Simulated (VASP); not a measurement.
# Ba3Ti3O11 in VASP: single point with PBE

Aim: the single point of Ba3Ti3O11 with PBE.

Everything below comes from runs of VASP 6.6.1. Logs are shortened: lines on timing, memory, paths and dates and some standing lists are left out, and cuts for length are marked.

## 1. The cell of the first run

The cell holds a slab with vacuum, 17 atoms: a = 3.972 Å, b = 5.832 Å, c = 23.769 Å, α = 90.00°, β = 90.00°, γ = 90.00°.

## 2. Single point, PBE

INCAR reads:

```
SYSTEM = Ba3Ti3O11
PREC     = Accurate       ! precision mode
ENCUT    = 520            ! plane-wave cutoff, eV
EDIFF    = 1E-6           ! SCF threshold, eV
ISMEAR   = 0              ! smearing method
SIGMA    = 0.05           ! smearing width, eV
LREAL    = Auto         
LASPH    = .True.         ! aspherical terms in the spheres
NELM     = 80             ! most SCF steps
ALGO     = Normal         ! electronic algorithm
ISIF     = 2              ! what is computed and relaxed
LWAVE    = .False.        ! write WAVECAR
LCHARG   = .True.         ! write CHGCAR
LDIPOL   = .True.       
IDIPOL   = 3            
DIPOL    = 0.5 0.5 0.500
GGA      = PE             ! functional
LELF     = .True.         ! ELF
LVHAR    = .True.       
LVACPOTAV= .True.       
NBANDS   = 80             ! bands
```

KPOINTS reads:

```
Automatic mesh
0
Gamma
  7 5 1
  0 0 0
```

POSCAR reads:

```
Ba3Ti3O11
1.0
    3.9723905816      0.0000000000      0.0000000000
    0.0000000000      5.8317985757      0.0000000000
    0.0000000000      0.0000000000     23.7687575502
O Ba Ti
11 3 3
Direct
    0.5000000000      0.7581578898      0.3281299317
    0.5000000000      0.2365082525      0.3278513921
    0.0000000000      0.9979807237      0.3868427937
    0.5000000000      0.2541153672      0.4430513935
    0.5000000000      0.7409851509      0.4431678065
    0.0000000000      0.4971574948      0.5000000248
    0.5000000000      0.7409854748      0.5568321235
    0.5000000000      0.2541150498      0.5569485506
    0.0000000000      0.9979804013      0.6131573393
    0.5000000000      0.2365083925      0.6721486155
    0.5000000000      0.7581577143      0.6718701953
    0.0000000000      0.4975933339      0.3607403273
    0.0000000000     -0.0027370992      0.4999999486
    0.0000000000      0.4975933189      0.6392596490
    0.5000000000     -0.0021000784      0.3751690079
    0.5000000000      0.4972896137      0.4999999242
    0.5000000000     -0.0021003378      0.6248309766
```

Potentials or basis: VASP PAW PBE potentials, release 64 (O, Ba_sv, Ti_sv).

The run is started by

```
> cat potpaw_PBE.64/O/POTCAR potpaw_PBE.64/Ba_sv/POTCAR potpaw_PBE.64/Ti_sv/POTCAR > POTCAR
> mpirun -np 1 vasp_std > vasp.out
```

OUTCAR:

```text
SYSTEM = Ba3Ti3O11
   PREC = Accurate
   ENCUT = 520
   EDIFF = 1E-6
   ISMEAR = 0
   LREAL = Auto
   LASPH = .True.
   NELM = 80
   ISIF = 2
   GGA = PE

 ion  position               nearest neighbor table
   1  0.500  0.758  0.328-  15 1.79  12 2.62  12 2.62
   2  0.500  0.237  0.328-  15 1.79  12 2.62  12 2.62
   3  0.000  0.998  0.387-  15 2.01  15 2.01  13 2.69  12 2.98  12 2.98
   4  0.500  0.254  0.443-  16 1.96  15 2.20  13 2.83  13 2.83  12 3.13  12 3.13
   5  0.500  0.741  0.443-  16 1.96  15 2.20  13 2.83  13 2.83  12 3.13  12 3.13
   6  0.000  0.497  0.500-  16 1.99  16 1.99  13 2.92  13 2.92  14 3.31  12 3.31
   7  0.500  0.741  0.557-  16 1.96  17 2.20  13 2.83  13 2.83  14 3.13  14 3.13
   8  0.500  0.254  0.557-  16 1.96  17 2.20  13 2.83  13 2.83  14 3.13  14 3.13
   9  0.000  0.998  0.613-  17 2.01  17 2.01  13 2.69  14 2.98  14 2.98
  10  0.500  0.237  0.672-  17 1.79  14 2.62  14 2.62
  11  0.500  0.758  0.672-  17 1.79  14 2.62  14 2.62
  12  0.000  0.498  0.361-   1 2.62   1 2.62   2 2.62   2 2.62   3 2.98   3 2.98   4 3.13   4 3.13
                             5 3.13   5 3.13   6 3.31  15 3.54  15 3.54  15 3.55  15 3.55  13 4.41
  13  0.000  0.997  0.500-   3 2.69   9 2.69   7 2.83   7 2.83   5 2.83   5 2.83   8 2.83   8 2.83
                             4 2.83   4 2.83   6 2.92   6 2.92  16 3.53  16 3.53  16 3.53  16 3.53
  14  0.000  0.498  0.639-  11 2.62  11 2.62  10 2.62  10 2.62   9 2.98   9 2.98   8 3.13   8 3.13
                             7 3.13   7 3.13   6 3.31  17 3.54  17 3.54  17 3.55  17 3.55  13 4.41
  15  0.500  0.998  0.375-   2 1.79   1 1.79   3 2.01   3 2.01   4 2.20   5 2.20  12 3.54  12 3.54
                            12 3.55  12 3.55  13 3.57  13 3.57
  16  0.500  0.497  0.500-   4 1.96   8 1.96   5 1.96   7 1.96   6 1.99   6 1.99  13 3.53  13 3.53
                            13 3.53  13 3.53
  17  0.500  0.998  0.625-  10 1.79  11 1.79   9 2.01   9 2.01   8 2.20   7 2.20  14 3.54  14 3.54
                            14 3.55  14 3.55  13 3.57  13 3.57

  LATTYP: Found a simple orthorhombic cell.
 ALAT       =     3.9723905816
 B/A-ratio  =     1.4680828725
 C/A-ratio  =     5.9834895542

  Lattice vectors:

 A1 = (   3.9723905816,   0.0000000000,   0.0000000000)
 A2 = (   0.0000000000,   5.8317985757,   0.0000000000)
 A3 = (   0.0000000000,   0.0000000000,  23.7687575502)

Analysis of symmetry for initial positions (statically):
=====================================================================
 Subroutine PRICEL returns:
 Original cell was already a primitive cell.

 Routine SETGRP: Setting up the symmetry group for a
 simple orthorhombic supercell.

 Subroutine GETGRP returns: Found  4 space group operations
 (whereof  4 operations were pure point group operations)
 out of a pool of  8 trial point group operations.

The static configuration has the point symmetry C_2v.

Analysis of symmetry for dynamics (positions and initial velocities):
=====================================================================
 Subroutine PRICEL returns:
 Original cell was already a primitive cell.

 Routine SETGRP: Setting up the symmetry group for a
 simple orthorhombic supercell.

 Subroutine GETGRP returns: Found  4 space group operations
 (whereof  4 operations were pure point group operations)
 out of a pool of  8 trial point group operations.

The dynamic configuration has the point symmetry C_2v.

 Subroutine INISYM returns: Found  4 space group operations
 (whereof  4 operations are pure point group operations),
 and found     1 'primitive' translations

----------------------------------------------------------------------------------------

                                     Primitive cell

  volume of cell :     550.6314

  direct lattice vectors                    reciprocal lattice vectors
     3.972390582  0.000000000  0.000000000     0.251737582  0.000000000  0.000000000
     0.000000000  5.831798576  0.000000000     0.000000000  0.171473686  0.000000000
     0.000000000  0.000000000 23.768757550     0.000000000  0.000000000  0.042072035

  length of vectors
     3.972390582  5.831798576 23.768757550     0.251737582  0.171473686  0.042072035

  position of ions in fractional coordinates (direct lattice)
     0.500000000  0.758157890  0.328129932
     0.500000000  0.236508253  0.327851392
     0.000000000  0.997980724  0.386842794
     0.500000000  0.254115367  0.443051393
     0.500000000  0.740985151  0.443167806
     0.000000000  0.497157495  0.500000025
[... 45 lines left out ...]
     0.000000000  0.000000000  0.042072035     0.000000000  0.000000000  1.000000000

  Length of vectors
     0.035962512  0.034294737  0.042072035

  Shift w.r.t. Gamma in fractional coordinates (k-lattice)
     0.000000000  0.000000000  0.000000000

 Subroutine IBZKPT returns following result:
 ===========================================

 Found     12 irreducible k-points:

 Following reciprocal coordinates:
            Coordinates               Weight
  0.000000  0.000000  0.000000      1.000000
  0.142857  0.000000  0.000000      2.000000
  0.285714  0.000000  0.000000      2.000000
  0.428571  0.000000  0.000000      2.000000
  0.000000  0.200000  0.000000      2.000000
  0.142857  0.200000  0.000000      4.000000
  0.285714  0.200000  0.000000      4.000000
  0.428571  0.200000  0.000000      4.000000
  0.000000  0.400000  0.000000      2.000000
  0.142857  0.400000  0.000000      4.000000
  0.285714  0.400000  0.000000      4.000000
  0.428571  0.400000  0.000000      4.000000
   k-points           NKPTS =     12   k-points in BZ     NKDIM =     12   number of bands    NBANDS=     80
   number of dos      NEDOS =    301   number of ions     NIONS =     17
   total plane-waves  NPLWV = 259200
   dimension x,y,z NGX =    30 NGY =   48 NGZ =  180
   dimension x,y,z NGXF=    60 NGYF=   96 NGZF=  360
   ions per type =              11   3   3
   NGX,Y,Z   is equivalent  to a cutoff of  12.56, 13.68, 12.59 a.u.
   NGXF,Y,Z  is equivalent  to a cutoff of  25.11, 27.37, 25.18 a.u.
 SYSTEM =  Ba3Ti3O11
   PREC   = accura    normal or accurate (medium, high low for compatibility)
   ISTART =      0    job   : 0-new  1-cont  2-samecut
   ICHARG =      2    charge: 1-file 2-atom 10-const
   ISPIN  =      1    spin polarized calculation?
   LNONCOLLINEAR =      F non collinear calculations
   LSORBIT =      F    spin-orbit coupling
   LASPH  =      T    aspherical Exc in radial PAW
   ENCUT  =  520.0 eV  38.22 Ry    6.18 a.u.   7.39 10.84 44.19*2*pi/ulx,y,z
   NELM   =     80;   NELMIN=  2; NELMDL= -5     # of ELM steps
   EDIFF  = 0.1E-05   stopping-criterion for ELM
   LREAL  =      T    real-space projection
   EDIFFG = 0.1E-04   stopping-criterion for IOM
   NSW    =      0    number of steps for IOM
   IBRION =     -1    ionic relax: 0-MD 1-quasi-New 2-CG
   NFREE  =      0    steps in history (QN), initial steepest desc. (CG)
   ISIF   =      2    stress and relaxation
   ISYM   =      2    0-nonsym 1-usesym 2-fastsym
   POTIM  = 0.5000    time-step for ionic-motion
   TEBEG  =    0.0;   TEEND  =   0.0 temperature during run
   PSTRESS=    0.0 pullay stress
   NELECT =     132.0000    total number of electrons
   NUPDOWN=      -1.0000    fix difference up-down
   EMIN   =  10.00;   EMAX   =-10.00  energy-range for DOS
   EFERMI =   0.00;   METHOD = LEGACY
   ISMEAR =     0;   SIGMA  =   0.05  broadening in eV -4-tet -1-fermi 0-gaus
   EFERMI_NEDOS =   21; number of points for ismear=-14 and -15
   IALGO  =     38    algorithm
   IMIX   =      4    mixing-type and parameters
     AMIX     =   0.40;   BMIX     =  1.00
     AMIX_MAG =   1.60;   BMIX_MAG =  1.00
  volume/ion in A,a.u.               =      32.39       218.58
  Fermi-wavevector in a.u.,A,eV,Ry     =   1.016980  1.921814 14.071808  1.034249
  Thomas-Fermi vector in A             =   2.150355
   LORBIT       =      0    0 simple, 1 ext, 2 COOP (PROOUT), +10 PAW based schemes
   GGA     = PE    functional components
   LHFCALC =     F    Hartree Fock is set to
   AEXX    =    0.0000 exact exchange contribution
   IVDW    =     0    specifies the selected vdW correction
   LEPSILON=     F    determine dielectric tensor
   LRPA    =     F    only Hartree local field effects (RPA)
 non-spin polarized calculation
 Gauss-broadening in eV      SIGMA  =   0.05
  energy-cutoff  :      520.00
  volume of cell :      550.63
 maximum number of plane-waves:     14877
 NGX is ok and might be reduce to    30
   NGX = 15   NGY = 21   NGZ = 89

 number of electron     131.9999963 magnetization

 dipolmoment           0.000000      0.000000      0.000018 electrons x Angstroem

 Free energy of the ion-electron system (eV)
  ---------------------------------------------------
  ext. energy  EPLUGINS =         0.00000000
  ---------------------------------------------------
  free energy    TOTEN  =      -125.01432044 eV

  energy without entropy =     -124.99078056  energy(sigma->0) =     -125.00255050

 E-fermi :  -3.2179     XC(G=0):  -4.9318

 val. band max:       -3.2203261292   @ k =   0.0000   0.0000   0.0000
 cond. band min:      -3.2113359889   @ k =   0.2857   0.2000   0.0000
 fundamental gap:      0.0089901403
 Fermi energy:        -3.2178583732

 k-point     1 :       0.0000    0.0000    0.0000
  band No.  band energies     occupation
      1     -59.2312      2.00000
      2     -58.6205      2.00000
      3     -58.6202      2.00000
      4     -35.5008      2.00000
      5     -35.4864      2.00000
      6     -35.4681      2.00000
[... 961 lines left out ...]
     77       1.7005      0.00000
     78       2.8832      0.00000
 [bands above 78 left out]

------------------------ aborting loop because EDIFF is reached ----------------------------------------

  FORCE on cell =-STRESS in cart. coord.  units (eV):
  Direction    XX          YY          ZZ          XY          YZ          ZX
  --------------------------------------------------------------------------------------
  -------------------------------------------------------------------------------------
  Total        6.4805646      6.4424714      1.4164161      0.0000000      0.0000000      0.0000000
  in kB       18.8565608     18.7457208      4.1213594      0.0000000      0.0000000      0.0000000
  external PRESSURE =      13.9078803 kB  Pullay stress =       0.0000000 kB

 VOLUME and BASIS-vectors are now :
 -----------------------------------------------------------------------------
  energy-cutoff  :      520.00
  volume of cell :      550.63
      direct lattice vectors                 reciprocal lattice vectors
     3.972390582  0.000000000  0.000000000     0.251737582  0.000000000  0.000000000
     0.000000000  5.831798576  0.000000000     0.000000000  0.171473686  0.000000000
     0.000000000  0.000000000 23.768757550     0.000000000  0.000000000  0.042072035

 POSITION                                       TOTAL-FORCE (eV/Angst)
 -----------------------------------------------------------------------------------
      1.98620      4.42142      7.79924         0.000000      0.051537     -0.133061
      1.98620      1.37927      7.79262         0.000000     -0.044725     -0.127211
      0.00000      5.82002      9.19477         0.000000     -0.002295     -0.055987
      1.98620      1.48195     10.53078         0.000000      0.004803     -0.060877
      1.98620      4.32128     10.53355         0.000000     -0.004651     -0.067390
      0.00000      2.89932     11.88438         0.000000      0.002418      0.000000
[... 9 lines left out ...]
      1.98620      2.90009     11.88438         0.000000     -0.029093      0.000000
      1.98620      5.81955     14.85146        -0.000000      0.010943     -0.094616
 -----------------------------------------------------------------------------------
    total drift:                                0.000000     -0.010392      0.002729

  FREE ENERGIE OF THE ION-ELECTRON SYSTEM (eV)
  ---------------------------------------------------
  free  energy   TOTEN  =      -125.0143204371 eV

  energy  without entropy=     -124.9907805577  energy(sigma->0) =     -125.00255050

 vacuum level on the upper side and lower side of the slab         3.949         3.949
```

It took 28 min on 1 thread of Intel Xeon Platinum 8488C (Sapphire Rapids), shared host; peak memory 0.75 GiB.

What came out:

* Free energy: -125.0143 eV
* Largest force: 0.143 eV/Å
* Band gap on the k mesh: zero (bands 66 and 67 overlap by 0.30 eV)

Forces in eV/Å, atoms in the order of the input:
```
O    0.000  0.052 -0.133
O    0.000 -0.045 -0.127
O    0.000 -0.002 -0.056
O    0.000  0.005 -0.061
O    0.000 -0.005 -0.067
O    0.000  0.002  0.000
O    0.000 -0.005  0.067
O    0.000  0.005  0.061
O    0.000 -0.002  0.056
O    0.000 -0.045  0.127
O    0.000  0.052  0.133
Ba   0.000 -0.007  0.080
Ba   0.000  0.009  0.000
Ba   0.000 -0.007 -0.080
Ti   0.000  0.011  0.095
Ti   0.000 -0.029  0.000
Ti   0.000  0.011 -0.095
```

Levels at points of the mesh, in eV from the Fermi level:
```csv
k point,band 62,band 63,band 64,band 65,band 66,band 67,band 68,band 69,band 70,band 71
"(0.00, 0.00, 0.00)",-0.63,-0.51,-0.18,-0.02,0.00,0.09,0.25,3.29,3.33,3.50
```

Caveat: spin-orbit coupling is left out, which moves the levels of the heavy elements; semilocal functionals often make such compounds metallic where correlation or magnetic order opens a gap, which also shifts bond lengths.
